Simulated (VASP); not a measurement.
LaP, 2 atoms in the cell. It takes space group Fm-3m (No. 225, cubic). The conventional cell has a = 4.470 Å, b = 4.470 Å, c = 4.470 Å, α = 90.00°, β = 90.00°, γ = 90.00°. La (site symmetry m-3m) has 6 P at 2.23 Å within 3.0 Å. Within 3.0 Å of P (site symmetry m-3m) lie 6 La at 2.23 Å. 

* Program: VASP 6.6.1
* Task: single point
* Functional: LDA
* Potentials or basis: VASP PAW LDA potentials, release 64 (La, P)
* Cutoff: 520 eV
* k mesh: 10 × 10 × 10
* Occupations: fermi-dirac, width 0.05 eV
* Spin: no spin polarisation
* Dipole correction: no
* Further INCAR settings: ALGO = Normal; EDIFF = 1e-07; NBANDS = 15

Potentials or basis: VASP PAW LDA potentials, release 64 (La, P).

Run with:

```bash
$ cat potpaw_LDA.64/La/POTCAR potpaw_LDA.64/P/POTCAR > POTCAR
$ mpirun -np 1 vasp_std > vasp.out
```

Hardware: 1 thread of Intel(R) Xeon(R) Platinum 8488C (Sapphire Rapids), on a shared host.

**Question.** Estimate the wall time of this run.

**Answer.** Wall time 8.3 s on 1 thread of Intel(R) Xeon(R) Platinum 8488C (Sapphire Rapids) (shared host), peak memory 0.15 GiB. Counts: scf iterations 13, k points 47.
